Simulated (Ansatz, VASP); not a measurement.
**BeZn2O3: VASP beside Ansatz**

```
CELL_PARAMETERS angstrom
3.95405 0.00000 0.00000
-1.97702 3.42430 0.00000
0.00000 0.00000 7.26120
ATOMIC_POSITIONS crystal
Be 0.00000 0.00000 0.00000
Zn 0.00000 0.00000 0.30313
Zn 0.00000 0.00000 0.69687
O 0.50000 0.00000 0.50000
O 0.00000 0.50000 0.50000
O 0.50000 0.50000 0.50000
```

Alike in both runs: functional PBE; k mesh 4 × 4 × 2; occupations gaussian, width 0.15 eV; no spin polarisation.

Ansatz relaxed the structure, and its values are those at the end. VASP's run is a single point on that final structure, the one shown.

|  | VASP | Ansatz |
| --- | --- | --- |
| version | VASP 6.6.1 | Ansatz 0.2.0 |
| potentials or method | VASP PAW PBE potentials, release 64 (Be, Zn, O), cutoff 600 eV | scalar-relativistic, plane waves, PAW |
| valence electrons in the cell | 44 | 44 |

```tsv
	VASP	Ansatz	Ansatz less VASP
gap on the k mesh at the Fermi level (eV)	none	none	-
pressure (GPa)	-0.2	-0.2	+0.01
rms of the force components (eV/Å)	0.025	0.013	-0.0116
```

A gap of «none» marks a metal or a gap that the smearing closes.

The k mesh is coarse, so the values compare programs but aren't converged.
